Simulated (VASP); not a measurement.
CaO:

```
CELL_PARAMETERS angstrom
2.83208 0.00000 0.00000
0.00000 2.90321 0.00000
0.00000 0.00000 2.90321
ATOMIC_POSITIONS crystal
Ca 0.00000 0.00000 0.00000
O 0.50000 0.50000 0.50000
```

This cell differs from its parent crystal: uniaxial x strain -2.5%.

Base run:

| Quantity | Value |
| --- | --- |
| Program | VASP 6.6.1 |
| Functional | PBE |
| Potentials or basis | VASP PAW PBE potentials, release 64 (Ca_sv, O) |
| Cutoff | 520 eV |
| k mesh | 8 × 8 × 8 |
| Occupations | fermi-dirac, width 0.02 eV |
| Spin | no spin polarisation |

Its results: band gap on the k mesh 2.60 eV, indirect (least direct gap 2.88 eV); pressure 7.6 GPa.

**Question.** The run is repeated on the same cell with these changes: functional from PBE to r2SCAN; occupations from fermi-dirac, width 0.02 eV to gaussian, width 0.01 eV. What comes out?

**Answer.** Band gap on the k mesh 3.11 eV, indirect (least direct gap 3.39 eV); pressure 4.3 GPa.

Caveats: the PAW data sets were made with another functional, which shifts forces and pressure a little (some runs).

A k mesh can miss the band edges.
